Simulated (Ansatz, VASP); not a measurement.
Mo in VASP and in Ansatz

```
CELL_PARAMETERS angstrom
2.62177 0.00000 0.00000
0.00000 2.62177 0.00000
0.00000 0.00000 2.68625
ATOMIC_POSITIONS crystal
Mo 0.00000 0.00000 0.00000
```

Alike in both runs: task relaxation of cell and atoms; functional PBE; k mesh 6 × 6 × 6; occupations gaussian, width 0.1 eV; no spin polarisation.

|  | VASP | Ansatz |
| --- | --- | --- |
| version | VASP 6.6.1 | Ansatz 0.2.0 |
| potentials or method | VASP PAW PBE potentials, release 64 (Mo_sv), cutoff 600 eV | scalar-relativistic, plane waves, PAW |
| valence electrons in the cell | 14 | 14 |

|  | VASP | Ansatz | Ansatz less VASP |
| --- | --- | --- | --- |
| gap on the k mesh at the Fermi level, each at its own relaxed structure (eV) | none | none | - |
| relaxed volume (Å³/atom) | 17.55 | 17.52 | -0.035 |
| relaxed cell length with the largest relative difference (Å) | 2.599 | 2.596 | -0.0024 |

A gap of «none» marks a metal or a gap that the smearing closes.

The k mesh is coarse, so the values compare programs but aren't converged.
